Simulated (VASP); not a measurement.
A run of VASP 6.6.1:

INCAR

```
SYSTEM = SrTiO3
ALGO = Normal
EDIFF = 1E-6
ENCUT = 520
GGA = PE
ISIF = 2
ISMEAR = 0
LASPH = .TRUE.
LCHARG = .FALSE.
LREAL = .FALSE.
LWAVE = .FALSE.
NBANDS = 51
NELM = 100
PREC = Accurate
SIGMA = 0.02
```

KPOINTS

```
k-points
0
G
  8 8 8
  0 0 0
```

File POSCAR:

```
SrTiO3
1.0
   -2.6844933585      2.6844933585      3.8450117537
    2.6844933585     -2.6844933585      3.8450117537
    2.6844933585      2.6844933585     -3.8450117537
Sr Ti O
2 2 6
Direct
    0.7500000000      0.2500000000      0.5000000000
    0.2500000000      0.7500000000      0.5000000000
    0.0000000000      0.0000000000      0.0000000000
    0.5000000000      0.5000000000      0.0000000000
    0.2500000000      0.2500000000      0.0000000000
    0.7500000000      0.7500000000      0.0000000000
    0.7171054185      0.2171054185      0.9342108370
    0.2171054185      0.2828945815      0.5000000000
    0.2828945815      0.7828945815      0.0657891630
    0.7828945815      0.7171054185      0.5000000000
```

Potentials or basis: VASP PAW PBE potentials, release 64 (Sr_sv, Ti_sv, O).

Launch:

```sh
$ cat potpaw_PBE.64/Sr_sv/POTCAR potpaw_PBE.64/Ti_sv/POTCAR potpaw_PBE.64/O/POTCAR > POTCAR
$ mpirun -np 1 vasp_std > vasp.out
```

Hardware: 1 thread of Oxide Virtual Turin-like Processor, with other jobs on the host.

Estimate the wall time of this run.

It took 5.9 min on 1 thread of Oxide Virtual Turin-like Processor (shared host), peak memory 0.39 GiB. Counts: scf iterations 17, k points 59.
